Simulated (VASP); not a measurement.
Wanted: the native input for a VASP 6.6.1 run.

| Quantity | Value |
| --- | --- |
| Task | single point |
| Functional | PBEsol |
| Potentials or basis | VASP PAW PBE potentials, release 64 (Ge_d, Si) |
| Cutoff | 520 eV |
| k mesh | 6 × 6 × 6 |
| Occupations | gaussian, width 0.01 eV |
| Spin | no spin polarisation |
| Dipole correction | no |
| Further INCAR settings | ALGO = Normal; EDIFF = 1e-07; NBANDS = 61 |

The structure of SiGe7 lies in POSCAR:

```
SiGe7
1.0
    5.6388618976      0.0000000000      0.0000000000
    0.0000000000     -5.6388618976      0.0000000000
    0.0000000000      0.0000000000     -5.6388618976
Ge Si
7 1
Direct
    0.7470632316      0.7470632316      0.7470632316
    0.2529367684      0.2529367684      0.7470632316
    0.2529367684      0.7470632316      0.2529367684
    0.7470632316      0.2529367684      0.2529367684
    0.5000000000      0.0000000000      0.0000000000
    0.0000000000      0.5000000000      0.0000000000
    0.0000000000      0.0000000000      0.5000000000
    0.5000000000      0.5000000000      0.5000000000
```

These files were run (other wordings do the same):

INCAR

```
ALGO = Normal
EDIFF = 1E-7
ENCUT = 520
GGA = PS
ISIF = 2
ISMEAR = 0
LASPH = True
LCHARG = False
LREAL = False
LWAVE = False
NBANDS = 61
NELM = 80
PREC = Accurate
SIGMA = 0.01
```

KPOINTS

```
k-points
0
Gamma
  6 6 6
```

Potentials or basis: VASP PAW PBE potentials, release 64 (Ge_d, Si).

Launch:

```sh
$ cat potpaw_PBE.64/Ge_d/POTCAR potpaw_PBE.64/Si/POTCAR > POTCAR
$ mpirun -np 1 vasp_std > vasp.out
```

It gave:

```json
{"Pressure": "-0.1 GPa", "Band gap on the k mesh": "0.17 eV (least direct gap 0.34 eV)"}
```

Caveat: the PAW data sets were made with another functional, which shifts forces and pressure a little.

Run time: 5 min on 1 thread of AMD EPYC 7R13, with other jobs on the host, peak memory 0.32 GiB.
